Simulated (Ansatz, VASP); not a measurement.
## W in VASP and in Ansatz

```
W
1.0
    -1.61831    1.61831    1.61831
     1.61831   -1.61831    1.61831
     1.61831    1.61831   -1.61831
W
1
Direct
  0.00000 0.00000 0.00000
```

Alike in both runs: task single point; functional PBEsol; k mesh 23 × 23 × 23; occupations fermi-dirac, width 0.1 eV; no spin polarisation.

|  | VASP | Ansatz |
| --- | --- | --- |
| version | VASP 6.6.1 | Ansatz 0.2.0 |
| potentials or method | VASP PAW PBE potentials, release 64 (W_sv), cutoff 520 eV | plane waves (420 eV) with PAW, scalar-relativistic |
| valence electrons in the cell | 14 | 14 |

|  | VASP | Ansatz | Ansatz less VASP |
| --- | --- | --- | --- |
| pressure (GPa) | -20.9 | -21.3 | -0.36 |

VASP's potentials were made for PBE, not for PBEsol, and Ansatz warns of the same on its side.

Spin-orbit coupling is off throughout.
